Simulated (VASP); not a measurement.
# NiO (Fm-3m) in VASP: further runs

NiO is run at these levels: BLYP+D4, LDA, r2SCAN, PBEsol, RPBE; tasks: single point.

All numbers are computed with VASP 6.6.1; they aren't measurements. Logs are shortened: lines on timing, memory, paths and dates and some standing lists are left out, and cuts for length are marked.

**The experiment to reproduce.**

“Local correlations, non-local screening, multiplets, and band formation in NiO”, 2012, arxiv:1210.6675 quotes, for a bulk crystal of NiO: band gap 4.3 eV.

The results are compared with them further down.

## Step 1: The cell of the first run

Symmetry: Fm-3m, No. 225, cubic system. Conventional cell: a = 4.115 Å, b = 4.115 Å, c = 4.115 Å, α = 90.00°, β = 90.00°, γ = 90.00°. Ni (site symmetry m-3m) has 6 O at 2.06 Å within 2.7 Å. O (site symmetry m-3m) has 6 Ni at 2.06 Å within 2.7 Å.

## Step 2: Single point, BLYP+D4, collinear spin, ferromagnetic start

File INCAR:

```
  AGGAC = 1.0
  AGGAX = 1.0
  ALDAC = 0.0
  ALDAX = 1.0
  ALGO = Normal
  EDIFF = 1E-6
  ENCUT = 700
  GGA = B5
  GGA_COMPAT = F
  ISIF = 2
  ISMEAR = -1
  ISPIN = 2
  IVDW = 13
  LASPH = T
  LCHARG = F
  LMAXMIX = 4
  LORBIT = 11
  LREAL = F
  LWAVE = F
  MAGMOM = 1 0
  NBANDS = 23
  NELM = 200
  PREC = Accurate
  SIGMA = 0.05
  VDW_A1 = 0.44488865
  VDW_A2 = 4.0933009
  VDW_S6 = 1.0
  VDW_S8 = 2.34076671
```

File KPOINTS:

```
k-points
0
Gamma
  11 11 11
```

File POSCAR:

```
NiO
1.0
    0.0000000000      2.0577103256      2.0577103256
    2.0577103256      0.0000000000      2.0577103256
    2.0577103256      2.0577103256      0.0000000000
Ni O
1 1
Direct
    0.0000000000      0.0000000000      0.0000000000
    0.5000000000      0.5000000000      0.5000000000
```

Potentials or basis: VASP PAW PBE potentials, release 64 (Ni_sv_GW, O).

The run is started by

```
cat potpaw_PBE.64/Ni_sv_GW/POTCAR potpaw_PBE.64/O/POTCAR > POTCAR
mpirun -np 1 vasp_std > vasp.out
```

OUTCAR:

```text
EDIFF = 1E-6
   ENCUT = 700
   GGA = B5
   ISIF = 2
   ISMEAR = -1
   ISPIN = 2
   IVDW = 13
   LASPH = T
   LORBIT = 11
   LREAL = F
   NELM = 200
   PREC = Accurate

 ion  position               nearest neighbor table
   1  0.000  0.000  0.000-   2 2.06   2 2.06   2 2.06   2 2.06   2 2.06   2 2.06
   2  0.500  0.500  0.500-   1 2.06   1 2.06   1 2.06   1 2.06   1 2.06   1 2.06

  LATTYP: Found a face centered cubic cell.
 ALAT       =     4.1154206512

  Lattice vectors:

 A1 = (   0.0000000000,   2.0577103256,   2.0577103256)
 A2 = (   2.0577103256,   0.0000000000,   2.0577103256)
 A3 = (   2.0577103256,   2.0577103256,   0.0000000000)

Analysis of symmetry for initial positions (statically):
=====================================================================
 Subroutine PRICEL returns:
 Original cell was already a primitive cell.

 Routine SETGRP: Setting up the symmetry group for a
 face centered cubic supercell.

 Subroutine GETGRP returns: Found 48 space group operations
 (whereof 48 operations were pure point group operations)
 out of a pool of 48 trial point group operations.

The static configuration has the point symmetry O_h .

Analysis of symmetry for dynamics (positions and initial velocities):
=====================================================================
 Subroutine PRICEL returns:
 Original cell was already a primitive cell.

 Routine SETGRP: Setting up the symmetry group for a
 face centered cubic supercell.

 Subroutine GETGRP returns: Found 48 space group operations
 (whereof 48 operations were pure point group operations)
 out of a pool of 48 trial point group operations.

The dynamic configuration has the point symmetry O_h .

Analysis of structural, dynamic, and magnetic symmetry:
=====================================================================
 Subroutine PRICEL returns:
 Original cell was already a primitive cell.

 Routine SETGRP: Setting up the symmetry group for a
 face centered cubic supercell.

 Subroutine GETGRP returns: Found 48 space group operations
 (whereof 48 operations were pure point group operations)
 out of a pool of 48 trial point group operations.

The overall configuration has the point symmetry O_h .

 Subroutine INISYM returns: Found 48 space group operations
 (whereof 48 operations are pure point group operations),
 and found     1 'primitive' translations

----------------------------------------------------------------------------------------

                                     Primitive cell

  volume of cell :      17.4254

  direct lattice vectors                    reciprocal lattice vectors
     0.000000000  2.057710326  2.057710326    -0.242988527  0.242988527  0.242988527
     2.057710326  0.000000000  2.057710326     0.242988527 -0.242988527  0.242988527
     2.057710326  2.057710326  0.000000000     0.242988527  0.242988527 -0.242988527

  length of vectors
     2.910041850  2.910041850  2.910041850     0.420868474  0.420868474  0.420868474

  position of ions in fractional coordinates (direct lattice)
     0.000000000  0.000000000  0.000000000
     0.500000000  0.500000000  0.500000000

  ion indices of the primitive-cell ions
   primitive index   ion index
                 1           1
                 2           2

----------------------------------------------------------------------------------------

 KPOINTS: k-points

Automatic generation of k-mesh.
 Grid dimensions read from file:
 generate k-points for:   11   11   11

 Generating k-lattice:

  Cartesian coordinates                     Fractional coordinates (reciprocal lattice)
    -0.022089866  0.022089866  0.022089866     0.090909091  0.000000000  0.000000000
     0.022089866 -0.022089866  0.022089866     0.000000000  0.090909091  0.000000000
     0.022089866  0.022089866 -0.022089866     0.000000000  0.000000000  0.090909091

  Length of vectors
     0.038260770  0.038260770  0.038260770

  Shift w.r.t. Gamma in fractional coordinates (k-lattice)
     0.000000000  0.000000000  0.000000000

 Subroutine IBZKPT returns following result:
 ===========================================

 Found     56 irreducible k-points:

 Following reciprocal coordinates:
            Coordinates               Weight
  0.000000  0.000000  0.000000      1.000000
  0.090909  0.000000  0.000000      8.000000
  0.181818  0.000000  0.000000      8.000000
  0.272727  0.000000  0.000000      8.000000
  0.363636  0.000000  0.000000      8.000000
  0.454545  0.000000  0.000000      8.000000
[... 16 lines left out ...]
 -0.272727  0.181818  0.000000     24.000000
 -0.181818  0.181818  0.000000     12.000000
 [... further k-points ...]
   k-points           NKPTS =     56   k-points in BZ     NKDIM =     56   number of bands    NBANDS=     23
   number of dos      NEDOS =    301   number of ions     NIONS =      2
   total plane-waves  NPLWV =  21952
   dimension x,y,z NGX =    28 NGY =   28 NGZ =   28
   dimension x,y,z NGXF=    56 NGYF=   56 NGZF=   56
   ions per type =               1   1
   NGX,Y,Z   is equivalent  to a cutoff of  16.00, 16.00, 16.00 a.u.
   NGXF,Y,Z  is equivalent  to a cutoff of  31.99, 31.99, 31.99 a.u.
 SYSTEM =  unknown system
   PREC   = accura    normal or accurate (medium, high low for compatibility)
   ISTART =      0    job   : 0-new  1-cont  2-samecut
   ICHARG =      2    charge: 1-file 2-atom 10-const
   ISPIN  =      2    spin polarized calculation?
   LNONCOLLINEAR =      F non collinear calculations
   LSORBIT =      F    spin-orbit coupling
   LASPH  =      T    aspherical Exc in radial PAW
   ENCUT  =  700.0 eV  51.45 Ry    7.17 a.u.   6.28  6.28  6.28*2*pi/ulx,y,z
   NELM   =    200;   NELMIN=  2; NELMDL= -5     # of ELM steps
   EDIFF  = 0.1E-05   stopping-criterion for ELM
   LREAL  =      F    real-space projection
   EDIFFG = 0.1E-04   stopping-criterion for IOM
   NSW    =      0    number of steps for IOM
   IBRION =     -1    ionic relax: 0-MD 1-quasi-New 2-CG
   NFREE  =      0    steps in history (QN), initial steepest desc. (CG)
   ISIF   =      2    stress and relaxation
   ISYM   =      2    0-nonsym 1-usesym 2-fastsym
   POTIM  = 0.5000    time-step for ionic-motion
   TEBEG  =    0.0;   TEEND  =   0.0 temperature during run
   PSTRESS=    0.0 pullay stress
   NELECT =      24.0000    total number of electrons
   NUPDOWN=      -1.0000    fix difference up-down
   EMIN   =  10.00;   EMAX   =-10.00  energy-range for DOS
   EFERMI =   0.00;   METHOD = LEGACY
   ISMEAR =    -1;   SIGMA  =   0.05  broadening in eV -4-tet -1-fermi 0-gaus
   EFERMI_NEDOS =   21; number of points for ismear=-14 and -15
   IALGO  =     38    algorithm
   IMIX   =      4    mixing-type and parameters
     AMIX     =   0.40;   BMIX     =  1.00
     AMIX_MAG =   1.60;   BMIX_MAG =  1.00
  volume/ion in A,a.u.               =       8.71        58.80
  Fermi-wavevector in a.u.,A,eV,Ry     =   1.821452  3.442045 45.139866  3.317687
  Thomas-Fermi vector in A             =   2.877814
   LORBIT       =     11    0 simple, 1 ext, 2 COOP (PROOUT), +10 PAW based schemes
   GGA     = B5    functional components
   LHFCALC =     F    Hartree Fock is set to
   AEXX    =    0.0000 exact exchange contribution
   IVDW    =    13    specifies the selected vdW correction
   LEPSILON=     F    determine dielectric tensor
   LRPA    =     F    only Hartree local field effects (RPA)
 spin polarized calculation
  energy-cutoff  :      700.00
  volume of cell :       17.43
 maximum number of plane-waves:       751
 NGX is ok and might be reduce to    28
   NGX = 13   NGY = 13   NGZ = 13

 number of electron      24.0000010 magnetization       1.5373161

 Free energy of the ion-electron system (eV)
  ---------------------------------------------------
  ext. energy  EPLUGINS =         0.00000000
  ---------------------------------------------------
  free energy    TOTEN  =       -11.48133663 eV

  energy without entropy =      -11.46980451  energy(sigma->0) =      -11.47557057

 E-fermi :   8.0476     XC(G=0): -12.7562

 val. band max:        8.0463919397   @ k =   0.4545   0.0909   0.0000
 cond. band min:       8.0578523766   @ k =  -0.1818   0.2727   0.0909
 fundamental gap:      0.0114604370
 Fermi energy:         8.0475658224

 spin component 1

 k-point     1 :       0.0000    0.0000    0.0000
  band No.  band energies     occupation
      1     -95.8577      1.00000
      2     -56.5026      1.00000
      3     -56.5026      1.00000
      4     -56.5026      1.00000
      5     -12.7730      1.00000
      6       4.7059      1.00000
[... 15 lines left out ...]
     22      34.4866      0.00000
     23      34.4866      0.00000

 k-point     2 :       0.0909    0.0000    0.0000
  band No.  band energies     occupation
      1     -95.8575      1.00000
      2     -56.5057      1.00000
      3     -56.5031      1.00000
      4     -56.5031      1.00000
      5     -12.6728      1.00000
      6       3.9101      1.00000
[... 15 lines left out ...]
     22      35.9267      0.00000
     23      35.9267      0.00000

 k-point     3 :       0.1818    0.0000    0.0000
  band No.  band energies     occupation
      1     -95.8566      1.00000
      2     -56.5135      1.00000
      3     -56.5041      1.00000
      4     -56.5041      1.00000
      5     -12.3921      1.00000
      6       2.5609      1.00000
[... 15 lines left out ...]
     22      38.3693      0.00000
     23      38.3693      0.00000
[... 495 lines left out ...]
 k-point    23 :      -0.2727    0.1818    0.0000
  band No.  band energies     occupation
      1     -95.8547      1.00000
      2     -56.5298      1.00000
      3     -56.5148      1.00000
      4     -56.5070      1.00000
      5     -11.5538      1.00000
      6       0.4392      1.00000
[... 15 lines left out ...]
     22      39.6921      0.00000
     23      40.9780      0.00000

 k-point    24 :      -0.1818    0.1818    0.0000
  band No.  band energies     occupation
      1     -95.8554      1.00000
      2     -56.5233      1.00000
      3     -56.5115      1.00000
      4     -56.5053      1.00000
      5     -11.8908      1.00000
      6       1.0757      1.00000
[... 15 lines left out ...]
     22      39.7016      0.00000
     23      40.9253      0.00000

 [... further k-points ...]

 spin component 2

 k-point     1 :       0.0000    0.0000    0.0000
  band No.  band energies     occupation
      1     -94.2512      1.00000
      2     -54.9459      1.00000
      3     -54.9459      1.00000
      4     -54.9459      1.00000
      5     -12.4076      1.00000
      6       5.1319      1.00000
[... 15 lines left out ...]
     22      35.0784      0.00000
     23      35.0784      0.00000

 k-point     2 :       0.0909    0.0000    0.0000
  band No.  band energies     occupation
      1     -94.2510      1.00000
      2     -54.9492      1.00000
      3     -54.9463      1.00000
      4     -54.9463      1.00000
      5     -12.3049      1.00000
      6       4.3431      1.00000
[... 15 lines left out ...]
     22      36.4894      0.00000
     23      36.4894      0.00000

 k-point     3 :       0.1818    0.0000    0.0000
  band No.  band energies     occupation
      1     -94.2500      1.00000
      2     -54.9578      1.00000
      3     -54.9475      1.00000
      4     -54.9475      1.00000
      5     -12.0168      1.00000
      6       2.9539      1.00000
[... 15 lines left out ...]
     22      38.9215      0.00000
     23      38.9215      0.00000
[... 495 lines left out ...]
 k-point    23 :      -0.2727    0.1818    0.0000
  band No.  band energies     occupation
      1     -94.2480      1.00000
      2     -54.9755      1.00000
      3     -54.9591      1.00000
      4     -54.9506      1.00000
      5     -11.1483      1.00000
      6       0.8584      1.00000
[... 15 lines left out ...]
     22      40.0478      0.00000
     23      41.4437      0.00000

 k-point    24 :      -0.1818    0.1818    0.0000
  band No.  band energies     occupation
      1     -94.2488      1.00000
      2     -54.9685      1.00000
      3     -54.9555      1.00000
      4     -54.9487      1.00000
      5     -11.4987      1.00000
      6       1.5502      1.00000
[... 15 lines left out ...]
     22      40.0257      0.00000
     23      41.0241      0.00000

 [... further k-points ...]

------------------------ aborting loop because EDIFF is reached ----------------------------------------

  DFT-D4 for vdW energy calculation

  Edisp (eV):   -1.23055

  FORCE on cell =-STRESS in cart. coord.  units (eV):
  Direction    XX          YY          ZZ          XY          YZ          ZX
  --------------------------------------------------------------------------------------
  -------------------------------------------------------------------------------------
  Total       1.43382     1.43382     1.43382    -0.00000     0.00000     0.00000
  in kB     131.83284   131.83284   131.83284    -0.00000     0.00000     0.00000
  external pressure =      131.83 kB  Pullay stress =        0.00 kB

 VOLUME and BASIS-vectors are now :
 -----------------------------------------------------------------------------
  energy-cutoff  :      700.00
  volume of cell :       17.43
      direct lattice vectors                 reciprocal lattice vectors
     0.000000000  2.057710326  2.057710326    -0.242988527  0.242988527  0.242988527
     2.057710326  0.000000000  2.057710326     0.242988527 -0.242988527  0.242988527
     2.057710326  2.057710326  0.000000000     0.242988527  0.242988527 -0.242988527

 POSITION                                       TOTAL-FORCE (eV/Angst)
 -----------------------------------------------------------------------------------
      0.00000      0.00000      0.00000         0.000000     -0.000000      0.000000
      2.05771      2.05771      2.05771        -0.000000      0.000000     -0.000000
 -----------------------------------------------------------------------------------
    total drift:                               -0.000000      0.000000      0.000000

  FREE ENERGIE OF THE ION-ELECTRON SYSTEM (eV)
  ---------------------------------------------------
  free  energy   TOTEN  =       -12.7118857304 eV

  energy  without entropy=      -12.7003536101  energy(sigma->0) =      -12.70611967

 total charge

# of ion       s       p       d       f       tot
--------------------------------------------------
    1        2.155   6.231   7.836   0.011  16.233
    2        1.548   3.467   0.000   0.000   5.015
--------------------------------------------------
tot          3.704   9.698   7.836   0.011  21.248

 magnetization (x)

# of ion       s       p       d       f       tot
--------------------------------------------------
    1        0.008   0.011   1.259   0.001   1.279
    2        0.028   0.198   0.000   0.000   0.226
--------------------------------------------------
tot          0.036   0.209   1.259   0.001   1.505
```

Wall time 76 s (1 thread of Intel Xeon 6975P-C (Granite Rapids), shared host); peak memory 0.22 GiB.

Results:

* Free energy: -12.7119 eV
* Pressure: 13.2 GPa
* Net moment: 1.54 μB per cell
* Site moments: Ni +1.28; O +0.23 μB
* Valence electrons inside the program's atomic spheres: Ni 16.23; O 5.01
* Dispersion energy per atom: -0.615 eV

Caveat: the cell stands under pressure; the PAW data sets were made with another functional, which shifts forces and pressure a little; a cell with one magnetic atom can't hold antiferromagnetic order, which such compounds often take; semilocal functionals often make such compounds metallic where correlation or magnetic order opens a gap, which also shifts bond lengths. With open d or f shells a metallic result of BLYP can be an artefact of self-interaction; +U or a hybrid may open a gap.

## Step 3: Single point, LDA, collinear spin, ferromagnetic start

This run uses another cell than the first one, of 9.44 Å³/atom.

File INCAR:

```
SYSTEM = NiO
PREC = Accurate
ENCUT = 700
EDIFF = 1E-6
ISMEAR = -1
SIGMA = 0.05
LREAL = .FALSE.
LASPH = .TRUE.
NELM = 200
ALGO = Normal
ISIF = 2
LWAVE = .FALSE.
LCHARG = .TRUE.
ISPIN = 2
MAGMOM = 1 0
LORBIT = 11
LMAXMIX = 4
LELF = .TRUE.
LVHAR = .TRUE.
NBANDS = 23
GGA_COMPAT = .FALSE.
```

File KPOINTS:

```
regular mesh
0
G
  11 11 11
  0 0 0
```

File POSCAR:

```
NiO
1.0
    0.0000000000      2.1133508634      2.1133508634
    2.1133508634      0.0000000000      2.1133508634
    2.1133508634      2.1133508634      0.0000000000
Ni O
1 1
Direct
    0.0000000000      0.0000000000      0.0000000000
    0.5000000000      0.5000000000      0.5000000000
```

Potentials or basis: VASP PAW LDA potentials, release 64 (Ni_sv_GW, O).

The run is started by

```
cat potpaw_LDA.64/Ni_sv_GW/POTCAR potpaw_LDA.64/O/POTCAR > POTCAR
mpirun -np 1 vasp_std > vasp.out
```

Run time: 60 s. Hardware: 1 thread of Intel Xeon Platinum 8559C (Emerald Rapids), shared host; peak memory 0.2 GiB.

It converged, with:

| Property | Result |
| --- | --- |
| Free energy | -14.0601 eV |
| Pressure | -26.1 GPa |
| Net moment | 0.25 μB per cell |
| Site moments | Ni +0.21; O +0.03 μB |
| Valence electrons inside the program's atomic spheres | Ni 16.20; O 4.88 |

Levels at points of the mesh, in eV from the Fermi level:
Spin up:
```
           k point  band 9  band 10  band 11  band 12  band 13  band 14  band 15  band 16
(0.00, 0.00, 0.00)   -1.74    -1.74    -1.74    -1.65    -1.65     1.46    17.59    18.68
```
Spin down:
```csv
k point,band 9,band 10,band 11,band 12,band 13,band 14,band 15,band 16
"(0.00, 0.00, 0.00)",-1.60,-1.60,-1.60,-1.37,-1.37,1.51,17.60,18.73
```

Caveat: the cell stands under tension; semilocal functionals often make such compounds metallic where correlation or magnetic order opens a gap, which also shifts bond lengths.

(Part 1 of 2 ends here.)
